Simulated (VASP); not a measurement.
# AlH6: single point with PBE

The system is AlH6.

```
Al H
1.0
     0.00000    2.68102    2.68102
     2.68102    0.00000    2.68102
     2.68102    2.68102    0.00000
Al H
1 6
Direct
  0.00000 0.00000 0.00000
  0.50000 0.50000 0.00000
  0.50000 0.00000 0.50000
  0.00000 0.00000 0.50000
  0.00000 0.50000 0.00000
  0.00000 0.50000 0.50000
  0.50000 0.00000 0.00000
```

```
Program                : VASP 6.6.1
Task                   : single point
Functional             : PBE
Potentials or basis    : VASP PAW PBE potentials, release 64 (Al, H)
Cutoff                 : 520 eV
k mesh                 : 12 × 12 × 12
Occupations            : gaussian, width 0.1 eV
Spin                   : no spin polarisation
Dipole correction      : no
Further INCAR settings : ALGO = Normal; EDIFF = 1e-06; NBANDS = 14
```

| Property | Result |
| --- | --- |
| Pressure | -0.2 GPa |

Levels at points of the mesh, in eV from the Fermi level:
```csv
k point,band 1,band 2,band 3,band 4,band 5,band 6,band 7,band 8
"(0.00, 0.00, 0.00)",-12.16,-1.11,-1.11,-1.11,3.03,3.03,4.36,4.36
"(0.50, 0.00, 0.00)",-8.91,-8.20,-0.78,-0.78,-0.06,-0.06,3.91,7.79
"(0.50, 0.50, 0.00)",-7.99,-6.63,-3.60,-3.60,-3.20,2.45,4.98,13.26
```

It took 48 s on 1 thread of AMD EPYC 7R13 Processor (Zen 3) (shared host), peak memory 0.13 GiB.
